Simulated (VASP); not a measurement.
# Zr3Si2F (P6/mmm) in VASP: further runs, part 2 of 2

VASP 6.6.1. The steps go on from the part before.

### 3 Single point, PBE

This run uses another cell than the first one, of 27.37 Å³/atom.

INCAR

```
SYSTEM = Zr3Si2F
PREC = Accurate
ENCUT = 520
EDIFF = 1E-6
ISMEAR = 0
SIGMA = 0.1
LREAL = .FALSE.
LASPH = .TRUE.
NELM = 80
ALGO = Normal
ISIF = 2
LWAVE = .FALSE.
LCHARG = .TRUE.
GGA = PE
LELF = .TRUE.
LVHAR = .TRUE.
NBANDS = 34
```

KPOINTS

```
Automatic mesh
0
G
  12 12 6
  0 0 0
```

POSCAR

```
Zr3Si2F
1.0
    5.4611570789      0.0000000000      0.0000000000
   -2.7305785394      4.7295007644      0.0000000000
    0.0000000000      0.0000000000      6.3573361786
Zr Si F
3 2 1
Direct
    0.5000000000      0.0000000000      0.5000000000
    0.0000000000      0.5000000000      0.5000000000
    0.5000000000      0.5000000000      0.5000000000
    0.0000000000      0.0000000000      0.8139781899
    0.0000000000      0.0000000000      0.1860218101
    0.0000000000      0.0000000000      0.5000000000
```

Potentials or basis: VASP PAW PBE potentials, release 64 (Zr_sv, Si, F).

The run is started by

```console
> cat potpaw_PBE.64/Zr_sv/POTCAR potpaw_PBE.64/Si/POTCAR potpaw_PBE.64/F/POTCAR > POTCAR
> mpirun -np 1 vasp_std > vasp.out
```

OUTCAR:

```text
SYSTEM = Zr3Si2F
   PREC = Accurate
   ENCUT = 520
   EDIFF = 1E-6
   ISMEAR = 0
   LREAL = .FALSE.
   LASPH = .TRUE.
   NELM = 80
   ISIF = 2
   GGA = PE

 ion  position               nearest neighbor table
   1  0.500  0.000  0.500-   3 2.73   3 2.73   6 2.73   6 2.73   2 2.73   2 2.73   4 3.38   5 3.38
                             4 3.38   5 3.38
   2  0.000  0.500  0.500-   6 2.73   6 2.73   3 2.73   3 2.73   1 2.73   1 2.73   5 3.38   5 3.38
                             4 3.38   4 3.38
   3  0.500  0.500  0.500-   1 2.73   1 2.73   2 2.73   2 2.73   6 2.73   6 2.73   4 3.38   4 3.38
                             5 3.38   5 3.38
   4  0.000  0.000  0.814-   6 2.00   5 2.37   2 3.38   2 3.38   1 3.38   1 3.38   3 3.38   3 3.38

   5  0.000  0.000  0.186-   6 2.00   4 2.37   2 3.38   2 3.38   1 3.38   1 3.38   3 3.38   3 3.38

   6  0.000  0.000  0.500-   4 2.00   5 2.00   2 2.73   2 2.73   1 2.73   1 2.73   3 2.73   3 2.73

  LATTYP: Found a hexagonal cell.
 ALAT       =     5.4611570789
 C/A-ratio  =     1.1641005902

  Lattice vectors:

 A1 = (   5.4611570789,   0.0000000000,   0.0000000000)
 A2 = (  -2.7305785394,   4.7295007644,   0.0000000000)
 A3 = (   0.0000000000,   0.0000000000,   6.3573361786)

Analysis of symmetry for initial positions (statically):
=====================================================================
 Subroutine PRICEL returns:
 Original cell was already a primitive cell.

 Routine SETGRP: Setting up the symmetry group for a
 hexagonal supercell.

 Subroutine GETGRP returns: Found 24 space group operations
 (whereof 24 operations were pure point group operations)
 out of a pool of 24 trial point group operations.

The static configuration has the point symmetry D_6h.

Analysis of symmetry for dynamics (positions and initial velocities):
=====================================================================
 Subroutine PRICEL returns:
 Original cell was already a primitive cell.

 Routine SETGRP: Setting up the symmetry group for a
 hexagonal supercell.

 Subroutine GETGRP returns: Found 24 space group operations
 (whereof 24 operations were pure point group operations)
 out of a pool of 24 trial point group operations.

The dynamic configuration has the point symmetry D_6h.

 Subroutine INISYM returns: Found 24 space group operations
 (whereof 24 operations are pure point group operations),
 and found     1 'primitive' translations

----------------------------------------------------------------------------------------

                                     Primitive cell

  volume of cell :     164.2008

  direct lattice vectors                    reciprocal lattice vectors
     5.461157079  0.000000000  0.000000000     0.183111378  0.105719404  0.000000000
    -2.730578539  4.729500764  0.000000000     0.000000000  0.211438807  0.000000000
     0.000000000  0.000000000  6.357336179     0.000000000  0.000000000  0.157298587

  length of vectors
     5.461157079  5.461157079  6.357336179     0.211438807  0.211438807  0.157298587

  position of ions in fractional coordinates (direct lattice)
     0.500000000  0.000000000  0.500000000
     1.000000000  0.500000000  0.500000000
     0.500000000  0.500000000  0.500000000
     0.000000000  0.000000000  0.813978190
[... 41 lines left out ...]
  0.083333  0.000000  0.000000      6.000000
  0.166667  0.000000  0.000000      6.000000
  0.250000  0.000000  0.000000      6.000000
  0.333333  0.000000  0.000000      6.000000
  0.416667 -0.000000  0.000000      6.000000
[... 16 lines left out ...]
  0.250000  0.000000  0.166667     12.000000
  0.333333  0.000000  0.166667     12.000000
 [... further k-points ...]
   k-points           NKPTS =     76   k-points in BZ     NKDIM =     76   number of bands    NBANDS=     34
   number of dos      NEDOS =    301   number of ions     NIONS =      6
   total plane-waves  NPLWV =  84672
   dimension x,y,z NGX =    42 NGY =   42 NGZ =   48
   dimension x,y,z NGXF=    84 NGYF=   84 NGZF=   96
   ions per type =               3   2   1
   NGX,Y,Z   is equivalent  to a cutoff of  12.79, 12.79, 12.55 a.u.
   NGXF,Y,Z  is equivalent  to a cutoff of  25.57, 25.57, 25.10 a.u.
 SYSTEM =  Zr3Si2F
   PREC   = accura    normal or accurate (medium, high low for compatibility)
   ISTART =      0    job   : 0-new  1-cont  2-samecut
   ICHARG =      2    charge: 1-file 2-atom 10-const
   ISPIN  =      1    spin polarized calculation?
   LNONCOLLINEAR =      F non collinear calculations
   LSORBIT =      F    spin-orbit coupling
   LASPH  =      T    aspherical Exc in radial PAW
   ENCUT  =  520.0 eV  38.22 Ry    6.18 a.u.  10.15 10.15 11.82*2*pi/ulx,y,z
   NELM   =     80;   NELMIN=  2; NELMDL= -5     # of ELM steps
   EDIFF  = 0.1E-05   stopping-criterion for ELM
   LREAL  =      F    real-space projection
   EDIFFG = 0.1E-04   stopping-criterion for IOM
   NSW    =      0    number of steps for IOM
   IBRION =     -1    ionic relax: 0-MD 1-quasi-New 2-CG
   NFREE  =      0    steps in history (QN), initial steepest desc. (CG)
   ISIF   =      2    stress and relaxation
   ISYM   =      2    0-nonsym 1-usesym 2-fastsym
   POTIM  = 0.5000    time-step for ionic-motion
   TEBEG  =    0.0;   TEEND  =   0.0 temperature during run
   PSTRESS=    0.0 pullay stress
   NELECT =      51.0000    total number of electrons
   NUPDOWN=      -1.0000    fix difference up-down
   EMIN   =  10.00;   EMAX   =-10.00  energy-range for DOS
   EFERMI =   0.00;   METHOD = LEGACY
   ISMEAR =     0;   SIGMA  =   0.10  broadening in eV -4-tet -1-fermi 0-gaus
   EFERMI_NEDOS =   21; number of points for ismear=-14 and -15
   IALGO  =     38    algorithm
   IMIX   =      4    mixing-type and parameters
     AMIX     =   0.40;   BMIX     =  1.00
     AMIX_MAG =   1.60;   BMIX_MAG =  1.00
  volume/ion in A,a.u.               =      27.37       184.68
  Fermi-wavevector in a.u.,A,eV,Ry     =   1.108681  2.095103 16.723914  1.229173
  Thomas-Fermi vector in A             =   2.245211
   LORBIT       =      0    0 simple, 1 ext, 2 COOP (PROOUT), +10 PAW based schemes
   GGA     = PE    functional components
   LHFCALC =     F    Hartree Fock is set to
   AEXX    =    0.0000 exact exchange contribution
   IVDW    =     0    specifies the selected vdW correction
   LEPSILON=     F    determine dielectric tensor
   LRPA    =     F    only Hartree local field effects (RPA)
 non-spin polarized calculation
 Gauss-broadening in eV      SIGMA  =   0.10
  energy-cutoff  :      520.00
  volume of cell :      164.20
 maximum number of plane-waves:      4457
 NGX is ok and might be reduce to    42
   NGX = 21   NGY = 21   NGZ = 23

 number of electron      50.9999979 magnetization

 Free energy of the ion-electron system (eV)
  ---------------------------------------------------
  ext. energy  EPLUGINS =         0.00000000
  ---------------------------------------------------
  free energy    TOTEN  =       -34.03032788 eV

  energy without entropy =      -34.00533987  energy(sigma->0) =      -34.01783388

 E-fermi :   4.0216     XC(G=0):  -8.6568

 val. band max:        4.0173321240   @ k =   0.2500   0.2500   0.3333
 cond. band min:       4.0364629814   @ k =   0.0000   0.0000   0.0000
 fundamental gap:      0.0191308574
 Fermi energy:         4.0216120486

 k-point     1 :       0.0000    0.0000    0.0000
  band No.  band energies     occupation
      1     -44.7983      2.00000
      2     -44.3928      2.00000
      3     -44.3928      2.00000
      4     -24.0171      2.00000
      5     -23.3415      2.00000
      6     -23.3415      2.00000
[... 877 lines left out ...]
     33       6.7407      0.00000
     34       6.9460      0.00000

 [... further k-points ...]

------------------------ aborting loop because EDIFF is reached ----------------------------------------

  FORCE on cell =-STRESS in cart. coord.  units (eV):
  Direction    XX          YY          ZZ          XY          YZ          ZX
  --------------------------------------------------------------------------------------
  -------------------------------------------------------------------------------------
  Total        0.0120467      0.0120467      0.0011659      0.0000000      0.0000000     -0.0000000
  in kB        0.1175450      0.1175450      0.0113757      0.0000000      0.0000000     -0.0000000
  external PRESSURE =       0.0821552 kB  Pullay stress =       0.0000000 kB

 VOLUME and BASIS-vectors are now :
 -----------------------------------------------------------------------------
  energy-cutoff  :      520.00
  volume of cell :      164.20
      direct lattice vectors                 reciprocal lattice vectors
     5.461157079  0.000000000  0.000000000     0.183111378  0.105719404  0.000000000
    -2.730578539  4.729500764  0.000000000     0.000000000  0.211438807  0.000000000
     0.000000000  0.000000000  6.357336179     0.000000000  0.000000000  0.157298587

 POSITION                                       TOTAL-FORCE (eV/Angst)
 -----------------------------------------------------------------------------------
      2.73058      0.00000      3.17867         0.000000     -0.000000     -0.000000
     -1.36529      2.36475      3.17867         0.000000     -0.000000     -0.000000
      1.36529      2.36475      3.17867         0.000000     -0.000000     -0.000000
      0.00000      0.00000      5.17473         0.000000      0.000000      0.018905
      0.00000      0.00000      1.18260        -0.000000     -0.000000     -0.018905
      0.00000      0.00000      3.17867         0.000000     -0.000000     -0.000000
 -----------------------------------------------------------------------------------
    total drift:                                0.000000     -0.000000     -0.000000

  FREE ENERGIE OF THE ION-ELECTRON SYSTEM (eV)
  ---------------------------------------------------
  free  energy   TOTEN  =       -34.0303278819 eV

  energy  without entropy=      -34.0053398688  energy(sigma->0) =      -34.01783388
```

Wall time 5.1 min (1 thread of Intel Xeon 6975P-C (Granite Rapids), shared host); peak memory 0.52 GiB.

What came out:

```
Free energy            : -34.0303 eV
Pressure               : 0.0 GPa
Largest force          : 0.019 eV/Å
Band gap on the k mesh : zero (an odd number of electrons rules out a gap without spin polarisation)
```

Forces in eV/Å, atoms in the order of the input:
```
Zr   0.000  0.000  0.000
Zr   0.000  0.000  0.000
Zr   0.000  0.000  0.000
Si   0.000  0.000  0.019
Si   0.000  0.000 -0.019
F    0.000  0.000  0.000
```

Caveat: an odd number of electrons without spin polarisation forces a metal; a magnetic or distorted state may lie lower.
